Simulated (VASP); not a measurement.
YN:

```
Y N
1.0
     0.00000    2.44805    2.44805
     2.44805    0.00000    2.44805
     2.44805    2.44805    0.00000
Y N
1 1
Cartesian
  0.0000 0.0000 0.0000
  2.4480 2.4480 2.4480
```

Base run:

```yaml
Program: VASP 6.6.1
Functional: r2SCAN
Potentials_or_basis: VASP PAW PBE potentials, release 64 (Y_sv, N)
Cutoff: 660 eV
k_mesh: 8 × 8 × 8
Occupations: gaussian, width 0.01 eV
Spin: no spin polarisation
```

Its results: band gap on the k mesh 0.59 eV, indirect (least direct gap 1.00 eV); pressure 0.2 GPa.

Q: The run is repeated on the same cell with these changes: functional from r2SCAN to PBE; cutoff from 660 eV to 600 eV. What comes out?

A: Band gap on the k mesh 0.19 eV, indirect (least direct gap 0.59 eV); pressure 0.8 GPa.

r2SCAN gives the wider gap, since meta-GGAs in the generalised Kohn-Sham scheme recover part of the derivative discontinuity.

Caveats: the PAW data sets were made with another functional, which shifts forces and pressure a little (some runs).

A k mesh can miss the band edges.
